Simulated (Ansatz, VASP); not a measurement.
## BaRe: VASP beside Ansatz

The input INCAR:

```
ALGO = Normal
EDIFF = 1E-6
ENCUT = 520
GGA = PE
ISIF = 2
ISMEAR = 0
LASPH = True
LCHARG = False
LREAL = False
LWAVE = False
NBANDS = 16
NELM = 80
PREC = Accurate
SIGMA = 0.05
```

File KPOINTS:

```
k-points
0
Gamma
  8 8 8
```

File POSCAR:

```
BaRe
1.0
    3.8082700132      0.0000000000      0.0000000000
    0.0000000000      3.8082700132      0.0000000000
    0.0000000000      0.0000000000      3.8082700132
Ba Re
1 1
Direct
    0.0000000000      0.0000000000      0.0000000000
    0.5000000000      0.5000000000      0.5000000000
```

Input for Ansatz:

```yaml
crystal:
  lattice:
    - [3.8082700132, 0.0, 0.0]
    - [0.0, 3.8082700132, 0.0]
    - [0.0, 0.0, 3.8082700132]
  atoms:
    - { symbol: Ba, position: [0.0, 0.0, 0.0] }
    - { symbol: Re, position: [0.5, 0.5, 0.5] }
basis:
  ecutwfc: 420
  ecutrho_ratio: 4
kpoints:
  mp_grid: { grid: [8, 8, 8] }
hamiltonian:
  xc: pbe
scf:
  occupations: { method: gaussian, width: 0.05 }
output:
  forces: true
  stress: true
  eigenvalues: true
```

Alike in both runs: task single point; functional PBE; k mesh 8 × 8 × 8; occupations gaussian, width 0.05 eV; no spin polarisation.

|  | VASP | Ansatz |
| --- | --- | --- |
| version | VASP 6.6.1 | Ansatz 0.2.0 |
| potentials or method | VASP PAW PBE potentials, release 64 (Ba_sv, Re), cutoff 520 eV | scalar-relativistic, plane waves, PAW |
| valence electrons in the cell | 17 | 25 |

|  | VASP | Ansatz | Ansatz less VASP |
| --- | --- | --- | --- |
| gap on the k mesh at the Fermi level (eV) | none | none | - |
| pressure (GPa) | -1.6 | -2.8 | -1.22 |

A gap of «none» marks a metal or a gap that the smearing closes. With one functional, cell and mesh, what is left measures potentials, basis and numerics. VASP's potentials hold 17 valence electrons a cell and Ansatz's 25, so a difference there can come from the potentials and not from the codes.

Spin-orbit coupling is off throughout.
